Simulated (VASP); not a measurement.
# GeB26P27 (a cell with a defect) in VASP: single point with PBE

Aim: the single point of GeB26P27 (a cell with a defect) with PBE.

Program: VASP 6.6.1. These are calculated values, not measurements. Logs are shortened: lines on timing, memory, paths and dates and some standing lists are left out, and cuts for length are marked.

## (1) The cell of the first run

The cell holds a defect, 54 atoms: a = 9.627 Å, b = 9.627 Å, c = 9.627 Å, α = 60.00°, β = 60.00°, γ = 60.00°.

## (2) Single point, PBE

File INCAR:

```
  PREC = Accurate
  ENCUT = 520
  EDIFF = 1E-6
  ISMEAR = -1
  SIGMA = 0.01
  LREAL = Auto
  LASPH = True
  NELM = 100
  ALGO = Normal
  ISIF = 2
  LWAVE = False
  LCHARG = True
  GGA = PE
  LELF = True
  LVHAR = True
  NELECT = 226.0
  NBANDS = 146
```

File KPOINTS:

```
Automatic mesh
0
Gamma
  3 3 3
```

File POSCAR:

```
GeB26P27
1.0
    0.0000000000      6.8070000000      6.8070000000
    6.8070000000      0.0000000000      6.8070000000
    6.8070000000      6.8070000000      0.0000000000
Ge B P
1 26 27
Direct
    0.0000000000      0.0000000000      0.0000000000
   -0.0006260474     -0.0006260474      0.3379705294
   -0.0006260474     -0.0006260474      0.6632815653
   -0.0006260474      0.3379705294     -0.0006260474
   -0.0007269615      0.3335756538      0.3335756538
   -0.0006260474      0.3379705294      0.6632815653
   -0.0006260474      0.6632815653     -0.0006260474
   -0.0006260474      0.6632815653      0.3379705294
   -0.0002504073      0.6667501358      0.6667501358
    0.3379705294     -0.0006260474     -0.0006260474
    0.3335756538     -0.0007269615      0.3335756538
    0.3379705294     -0.0006260474      0.6632815653
    0.3335756538      0.3335756538     -0.0007269615
    0.3335756538      0.3335756538      0.3335756538
    0.3336728397      0.3336728397      0.6663271603
    0.3379705294      0.6632815653     -0.0006260474
    0.3336728397      0.6663271603      0.3336728397
    0.3336728397      0.6663271603      0.6663271603
    0.6632815653     -0.0006260474     -0.0006260474
    0.6632815653     -0.0006260474      0.3379705294
    0.6667501358     -0.0002504073      0.6667501358
    0.6632815653      0.3379705294     -0.0006260474
    0.6663271603      0.3336728397      0.3336728397
    0.6663271603      0.3336728397      0.6663271603
    0.6667501358      0.6667501358     -0.0002504073
    0.6663271603      0.6663271603      0.3336728397
    0.6667501358      0.6667501358      0.6667501358
    0.0931968850      0.0931968850      0.0931968850
    0.0832083961      0.0832083961      0.4167916039
    0.0931968850      0.0931968850      0.7204093449
    0.0832083961      0.4167916039      0.0832083961
    0.0832083961      0.4167916039      0.4167916039
    0.0842888273      0.4168687895      0.7494211916
    0.0931968850      0.7204093449      0.0931968850
    0.0842888273      0.7494211916      0.4168687895
    0.0842888273      0.7494211916      0.7494211916
    0.4167916039      0.0832083961      0.0832083961
    0.4167916039      0.0832083961      0.4167916039
    0.4168687895      0.0842888273      0.7494211916
    0.4167916039      0.4167916039      0.0832083961
    0.4167841009      0.4167841009      0.4167841009
    0.4167841009      0.4167841009      0.7496476972
    0.4168687895      0.7494211916      0.0842888273
    0.4167841009      0.7496476972      0.4167841009
    0.4168687895      0.7494211916      0.7494211916
    0.7204093449      0.0931968850      0.0931968850
    0.7494211916      0.0842888273      0.4168687895
    0.7494211916      0.0842888273      0.7494211916
    0.7494211916      0.4168687895      0.0842888273
    0.7496476972      0.4167841009      0.4167841009
    0.7494211916      0.4168687895      0.7494211916
    0.7494211916      0.7494211916      0.0842888273
    0.7494211916      0.7494211916      0.4168687895
    0.7500000000      0.7500000000      0.7500000000
```

Potentials or basis: VASP PAW PBE potentials, release 64 (Ge_d, B, P).

On the command line:

```console
$ cat potpaw_PBE.64/Ge_d/POTCAR potpaw_PBE.64/B/POTCAR potpaw_PBE.64/P/POTCAR > POTCAR
$ mpirun -np 1 vasp_std > vasp.out
```

OUTCAR:

```text
PREC = Accurate
   ENCUT = 520
   EDIFF = 1E-6
   ISMEAR = -1
   LREAL = Auto
   LASPH = True
   NELM = 100
   ISIF = 2
   GGA = PE
   NELECT = 226.0

 ion  position               nearest neighbor table
   1  0.000  0.000  0.000-  28 2.20  30 2.20  34 2.20  46 2.20
   2  0.999  0.999  0.338-  28 1.93  29 1.94  35 1.96  47 1.96
   3  0.999  0.999  0.663-  30 1.93  29 1.94  36 1.96  48 1.96
   4  0.999  0.338  0.999-  28 1.93  31 1.94  49 1.96  33 1.96
   5  0.999  0.334  0.334-  50 1.96  31 1.97  29 1.97  32 1.97
   6  0.999  0.338  0.663-  30 1.93  32 1.94  51 1.96  33 1.96
[... 46 lines left out ...]
  53  0.749  0.749  0.417-  26 1.96  27 1.96   8 1.96  20 1.96
  54  0.750  0.750  0.750-  27 1.96  25 1.96   9 1.96  21 1.96

  LATTYP: Found a face centered cubic cell.
 ALAT       =    13.6140000000

  Lattice vectors:

 A1 = (   0.0000000000,   6.8070000000,   6.8070000000)
 A2 = (   6.8070000000,   0.0000000000,   6.8070000000)
 A3 = (   6.8070000000,   6.8070000000,   0.0000000000)

Analysis of symmetry for initial positions (statically):
=====================================================================
 Subroutine PRICEL returns:
 Original cell was already a primitive cell.

 Routine SETGRP: Setting up the symmetry group for a
 face centered cubic supercell.

 Subroutine GETGRP returns: Found 24 space group operations
 (whereof 24 operations were pure point group operations)
 out of a pool of 48 trial point group operations.

The static configuration has the point symmetry T_d .

Analysis of symmetry for dynamics (positions and initial velocities):
=====================================================================
 Subroutine PRICEL returns:
 Original cell was already a primitive cell.

 Routine SETGRP: Setting up the symmetry group for a
 face centered cubic supercell.

 Subroutine GETGRP returns: Found 24 space group operations
 (whereof 24 operations were pure point group operations)
 out of a pool of 48 trial point group operations.

The dynamic configuration has the point symmetry T_d .

 Subroutine INISYM returns: Found 24 space group operations
 (whereof 24 operations are pure point group operations),
 and found     1 'primitive' translations

----------------------------------------------------------------------------------------

                                     Primitive cell

  volume of cell :     630.8081

  direct lattice vectors                    reciprocal lattice vectors
     0.000000000  6.807000000  6.807000000    -0.073453798  0.073453798  0.073453798
     6.807000000  0.000000000  6.807000000     0.073453798 -0.073453798  0.073453798
     6.807000000  6.807000000  0.000000000     0.073453798  0.073453798 -0.073453798

  length of vectors
     9.626551719  9.626551719  9.626551719     0.127225709  0.127225709  0.127225709

  position of ions in fractional coordinates (direct lattice)
     0.000000000  0.000000000  0.000000000
     0.999373953  0.999373953  0.337970529
     0.999373953  0.999373953  0.663281565
     0.999373953  0.337970529  0.999373953
     0.999273039  0.333575654  0.333575654
     0.999373953  0.337970529  0.663281565
[... 46 lines left out ...]
     0.749421192  0.749421192  0.416868790
     0.750000000  0.750000000  0.750000000

  ion indices of the primitive-cell ions
   primitive index   ion index
                 1           1
                 2           2
                 3           3
                 4           4
                 5           5
                 6           6
[... 46 lines left out ...]
                53          53
                54          54

----------------------------------------------------------------------------------------

 KPOINTS: Automatic mesh

Automatic generation of k-mesh.
 Grid dimensions read from file:
 generate k-points for:    3    3    3

 Generating k-lattice:

  Cartesian coordinates                     Fractional coordinates (reciprocal lattice)
    -0.024484599  0.024484599  0.024484599     0.333333333  0.000000000  0.000000000
     0.024484599 -0.024484599  0.024484599     0.000000000  0.333333333  0.000000000
     0.024484599  0.024484599 -0.024484599     0.000000000  0.000000000  0.333333333

  Length of vectors
     0.042408570  0.042408570  0.042408570

  Shift w.r.t. Gamma in fractional coordinates (k-lattice)
     0.000000000  0.000000000  0.000000000

 Subroutine IBZKPT returns following result:
 ===========================================

 Found      4 irreducible k-points:

 Following reciprocal coordinates:
            Coordinates               Weight
  0.000000  0.000000  0.000000      1.000000
  0.333333  0.000000  0.000000      8.000000
  0.333333  0.333333  0.000000      6.000000
 -0.333333  0.333333  0.000000     12.000000
   k-points           NKPTS =      4   k-points in BZ     NKDIM =      4   number of bands    NBANDS=    146
   number of dos      NEDOS =    301   number of ions     NIONS =     54
   total plane-waves  NPLWV = 373248
   dimension x,y,z NGX =    72 NGY =   72 NGZ =   72
   dimension x,y,z NGXF=   144 NGYF=  144 NGZF=  144
   ions per type =               1  26  27
   NGX,Y,Z   is equivalent  to a cutoff of  12.43, 12.43, 12.43 a.u.
   NGXF,Y,Z  is equivalent  to a cutoff of  24.87, 24.87, 24.87 a.u.
 SYSTEM =  unknown system
   PREC   = accura    normal or accurate (medium, high low for compatibility)
   ISTART =      0    job   : 0-new  1-cont  2-samecut
   ICHARG =      2    charge: 1-file 2-atom 10-const
   ISPIN  =      1    spin polarized calculation?
   LNONCOLLINEAR =      F non collinear calculations
   LSORBIT =      F    spin-orbit coupling
   LASPH  =      T    aspherical Exc in radial PAW
   ENCUT  =  520.0 eV  38.22 Ry    6.18 a.u.  17.90 17.90 17.90*2*pi/ulx,y,z
   NELM   =    100;   NELMIN=  2; NELMDL= -5     # of ELM steps
   EDIFF  = 0.1E-05   stopping-criterion for ELM
   LREAL  =      T    real-space projection
   EDIFFG = 0.1E-04   stopping-criterion for IOM
   NSW    =      0    number of steps for IOM
   IBRION =     -1    ionic relax: 0-MD 1-quasi-New 2-CG
   NFREE  =      0    steps in history (QN), initial steepest desc. (CG)
   ISIF   =      2    stress and relaxation
   ISYM   =      2    0-nonsym 1-usesym 2-fastsym
   POTIM  = 0.5000    time-step for ionic-motion
   TEBEG  =    0.0;   TEEND  =   0.0 temperature during run
   PSTRESS=    0.0 pullay stress
   NELECT =     226.0000    total number of electrons
   NUPDOWN=      -1.0000    fix difference up-down
   EMIN   =  10.00;   EMAX   =-10.00  energy-range for DOS
   EFERMI =   0.00;   METHOD = LEGACY
   ISMEAR =    -1;   SIGMA  =   0.01  broadening in eV -4-tet -1-fermi 0-gaus
   EFERMI_NEDOS =   21; number of points for ismear=-14 and -15
   IALGO  =     38    algorithm
   IMIX   =      4    mixing-type and parameters
     AMIX     =   0.40;   BMIX     =  1.00
     AMIX_MAG =   1.60;   BMIX_MAG =  1.00
  volume/ion in A,a.u.               =      11.68        78.83
  Fermi-wavevector in a.u.,A,eV,Ry     =   1.162729  2.197239 18.394248  1.351939
  Thomas-Fermi vector in A             =   2.299287
   LORBIT       =      0    0 simple, 1 ext, 2 COOP (PROOUT), +10 PAW based schemes
   GGA     = PE    functional components
   LHFCALC =     F    Hartree Fock is set to
   AEXX    =    0.0000 exact exchange contribution
   IVDW    =     0    specifies the selected vdW correction
   LEPSILON=     F    determine dielectric tensor
   LRPA    =     F    only Hartree local field effects (RPA)
 non-spin polarized calculation
  energy-cutoff  :      520.00
  volume of cell :      630.81
 maximum number of plane-waves:     17033
   NGX = 35   NGY = 35   NGZ = 35

 number of electron     226.0000009 magnetization

 Free energy of the ion-electron system (eV)
  ---------------------------------------------------
  ext. energy  EPLUGINS =         0.00000000
  ---------------------------------------------------
  free energy    TOTEN  =      -352.43091597 eV

  energy without entropy =     -352.43091597  energy(sigma->0) =     -352.43091597

 E-fermi :   7.8600     XC(G=0): -10.9596

 val. band max:        7.6269884366   @ k =   0.0000   0.0000   0.0000
 cond. band min:       8.7602580675   @ k =   0.3333   0.3333   0.0000
 fundamental gap:      1.1332696309
 Fermi energy:         7.8599788701

 k-point     1 :       0.0000    0.0000    0.0000
  band No.  band energies     occupation
      1     -17.0776      2.00000
      2     -17.0776      2.00000
      3     -17.0776      2.00000
      4     -17.0216      2.00000
      5     -17.0216      2.00000
      6      -7.9698      2.00000
[... 117 lines left out ...]
    124      10.1775      0.00000
    125      10.1775      0.00000

 k-point     2 :       0.3333    0.0000    0.0000
  band No.  band energies     occupation
      1     -17.0776      2.00000
      2     -17.0776      2.00000
      3     -17.0776      2.00000
      4     -17.0216      2.00000
      5     -17.0216      2.00000
      6      -7.7510      2.00000
[... 117 lines left out ...]
    124      10.8538      0.00000
    125      10.8538      0.00000

 k-point     3 :       0.3333    0.3333    0.0000
  band No.  band energies     occupation
      1     -17.0776      2.00000
      2     -17.0776      2.00000
      3     -17.0776      2.00000
      4     -17.0216      2.00000
      5     -17.0216      2.00000
      6      -7.6765      2.00000
[... 117 lines left out ...]
    124      10.4836      0.00000
    125      10.5439      0.00000

 k-point     4 :      -0.3333    0.3333    0.0000
  band No.  band energies     occupation
      1     -17.0776      2.00000
      2     -17.0776      2.00000
      3     -17.0776      2.00000
      4     -17.0216      2.00000
      5     -17.0216      2.00000
      6      -7.4091      2.00000
[... 117 lines left out ...]
    124      10.7835      0.00000
    125      10.9354      0.00000
 [bands above 125 left out]

------------------------ aborting loop because EDIFF is reached ----------------------------------------

  FORCE on cell =-STRESS in cart. coord.  units (eV):
  Direction    XX          YY          ZZ          XY          YZ          ZX
  --------------------------------------------------------------------------------------
  -------------------------------------------------------------------------------------
  Total        7.2644009      7.2644009      7.2644009     -0.0000000     -0.0000000      0.0000000
  in kB       18.4507125     18.4507125     18.4507125     -0.0000000     -0.0000000      0.0000000
  external PRESSURE =      18.4507125 kB  Pullay stress =       0.0000000 kB

 VOLUME and BASIS-vectors are now :
 -----------------------------------------------------------------------------
  energy-cutoff  :      520.00
  volume of cell :      630.81
      direct lattice vectors                 reciprocal lattice vectors
     0.000000000  6.807000000  6.807000000    -0.073453798  0.073453798  0.073453798
     6.807000000  0.000000000  6.807000000     0.073453798 -0.073453798  0.073453798
     6.807000000  6.807000000  0.000000000     0.073453798  0.073453798 -0.073453798

 POSITION                                       TOTAL-FORCE (eV/Angst)
 -----------------------------------------------------------------------------------
      0.00000      0.00000      0.00000         0.000000     -0.000000      0.000000
      9.10330      9.10330     13.60548        -0.000593     -0.000593      0.004510
     11.31770     11.31770     13.60548         0.000593      0.000593      0.004510
      9.10330     13.60548      9.10330        -0.000593      0.004510     -0.000593
      4.54130      9.07270      9.07270        -0.004911      0.004911      0.004911
      6.81552     11.31770      9.10330        -0.004510      0.000593     -0.000593
[... 46 lines left out ...]
      7.93894      7.93894     10.20262         0.003303      0.003303      0.010383
     10.21050     10.21050     10.21050         0.000000     -0.000000      0.000000
 -----------------------------------------------------------------------------------
    total drift:                                0.000004      0.000004      0.000004

  FREE ENERGIE OF THE ION-ELECTRON SYSTEM (eV)
  ---------------------------------------------------
  free  energy   TOTEN  =      -352.4309159727 eV

  energy  without entropy=     -352.4309159727  energy(sigma->0) =     -352.43091597
```

Run time: 23 min. Hardware: 1 thread of Intel Xeon Platinum 8375C at 2.90GHz (Ice Lake), shared host; peak memory 0.86 GiB.

Results:

* Free energy: -352.4309 eV
* Largest force: 0.025 eV/Å

Forces on the atoms (eV/Å):
```
Ge   0.000  0.000  0.000
B   -0.001 -0.001  0.005
B    0.001  0.001  0.005
B   -0.001  0.005 -0.001
B   -0.005  0.005  0.005
B   -0.005  0.001 -0.001
B    0.001  0.005  0.001
B   -0.005 -0.001  0.001
B    0.002 -0.002 -0.002
B    0.005 -0.001 -0.001
B    0.005 -0.005  0.005
B    0.001 -0.005 -0.001
B    0.005  0.005 -0.005
B   -0.005 -0.005 -0.005
B    0.000  0.000  0.003
B    0.001 -0.001 -0.005
B    0.000  0.003  0.000
B   -0.003  0.000  0.000
B    0.005  0.001  0.001
B   -0.001 -0.005  0.001
B   -0.002  0.002 -0.002
B   -0.001  0.001 -0.005
B    0.003  0.000  0.000
B    0.000 -0.003  0.000
B   -0.002 -0.002  0.002
B    0.000  0.000 -0.003
B    0.002  0.002  0.002
P   -0.015 -0.015 -0.015
P    0.000  0.000 -0.008
P    0.015  0.015 -0.015
P    0.000 -0.008  0.000
P    0.008  0.000  0.000
P    0.003 -0.003 -0.010
P    0.015 -0.015  0.015
P    0.003 -0.010 -0.003
P    0.010 -0.003 -0.003
P   -0.008  0.000  0.000
P    0.000  0.008  0.000
P   -0.003  0.003 -0.010
P    0.000  0.000  0.008
P   -0.008 -0.008 -0.008
P    0.008  0.008 -0.008
P   -0.003 -0.010  0.003
P    0.008 -0.008  0.008
P    0.010  0.003  0.003
P   -0.015  0.015  0.015
P   -0.010  0.003 -0.003
P   -0.003  0.010 -0.003
P   -0.010 -0.003  0.003
P   -0.008  0.008  0.008
P    0.003  0.010  0.003
P   -0.003 -0.003  0.010
P    0.003  0.003  0.010
P    0.000  0.000  0.000
```

Levels at points of the mesh, in eV from the Fermi level:
| k point | band 110 | band 111 | band 112 | band 113 | band 114 | band 115 | band 116 | band 117 |
| --- | --- | --- | --- | --- | --- | --- | --- | --- |
| (0.00, 0.00, 0.00) | -1.50 | -0.23 | -0.23 | -0.23 | 0.94 | 1.07 | 1.07 | 1.07 |

Caveat: the cell carries a net charge on a neutralising background, which shifts energy and pressure; the cell is charged against a uniform background, so pressure and absolute levels hang on convention.
